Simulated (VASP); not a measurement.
Here is a VASP 6.6.1 calculation.

INCAR

```
SYSTEM = Ti5Si
  PREC = Accurate
  ENCUT = 520
  EDIFF = 1E-6
  ISMEAR = 1
  SIGMA = 0.01
  LREAL = .False.
  LASPH = .True.
  NELM = 80
  ALGO = Fast
  ISIF = 2
  LWAVE = .False.
  LCHARG = .False.
  GGA = PS
  NBANDS = 41
```

File KPOINTS:

```
regular mesh
0
Gamma
  12 12 12
  0 0 0
```

Contents of POSCAR:

```
Ti5Si
1.0
    2.5228393509      1.4565619783      4.4409048145
   -2.5228393509      1.4565619783      4.4409048145
    0.0000000000     -2.9131239567      4.4409048145
Ti Si
5 1
Direct
    0.1514396700      0.1514396700      0.1514396700
    0.6053500000      0.3946500000      0.0000000000
    0.0000000000      0.6053500000      0.3946500000
    0.8485603300      0.8485603300      0.8485603300
    0.3946500000      0.0000000000      0.6053500000
    0.5000000000      0.5000000000      0.5000000000
```

Potentials or basis: VASP PAW PBE potentials, release 64 (Ti_sv, Si).

Run with:

```console
$ cat potpaw_PBE.64/Ti_sv/POTCAR potpaw_PBE.64/Si/POTCAR > POTCAR
$ mpirun -np 1 vasp_std > vasp.out
```

(1) Predict the largest force.

(2) Estimate the band gap on the k mesh.

(3) Estimate the pressure.

Answers

(1) 0.073 eV/Å.

(2) zero (band 32 reaches 9.02 eV, above the bottom of band 33 at 8.43 eV).

(3) -4.5 GPa.

Caveat: the PAW data sets were made with another functional, which shifts forces and pressure a little.
